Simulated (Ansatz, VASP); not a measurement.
# Two plane-wave programs on PtSe2

```
Pt Se
1.0
     3.72400    0.00000    0.00000
    -1.86200    3.22508    0.00000
     0.00000    0.00000    5.06200
Pt Se
1 2
Direct
  0.01336 0.00668 0.99499
  0.33333 0.66667 0.25000
  0.66667 0.33333 0.75000
```

Change from the starting cell: all Pt atoms moved -0.050 Å, as atom 1 towards its neighbour atom 2 (Se) at 2.495 Å.

Alike in both runs: task single point; functional PBE; k mesh 12 × 12 × 10; occupations gaussian, width 0.15 eV; no spin polarisation.

|  | VASP | Ansatz |
| --- | --- | --- |
| version | VASP 6.6.1 | Ansatz 0.2.0 |
| potentials or method | VASP PAW PBE potentials, release 64 (Pt, Se), cutoff 520 eV | scalar-relativistic, plane waves, PAW |
| valence electrons in the cell | 22 | 50 |

VASP gave:

```
gap on the k mesh at the Fermi level (eV)                     : none
pressure (GPa)                                                : 7.5
traceless stress, the component that is largest in VASP (GPa) : -1.38
rms of the force components (eV/Å)                            : 0.440
```

Problem. What did Ansatz give for the same quantities?

Solution. gap on the k mesh at the Fermi level (eV): none; pressure (GPa): 7.5; traceless stress, the component that is largest in VASP (GPa): -1.36; rms of the force components (eV/Å): 0.437.

Atom by atom the forces differ by 0.003 eV/Å (rms over components). A gap of «none» marks a metal or a gap that the smearing closes. VASP's potentials hold 22 valence electrons a cell and Ansatz's 50, so a difference there can come from the potentials and not from the codes.

Neither program's run includes spin-orbit coupling.
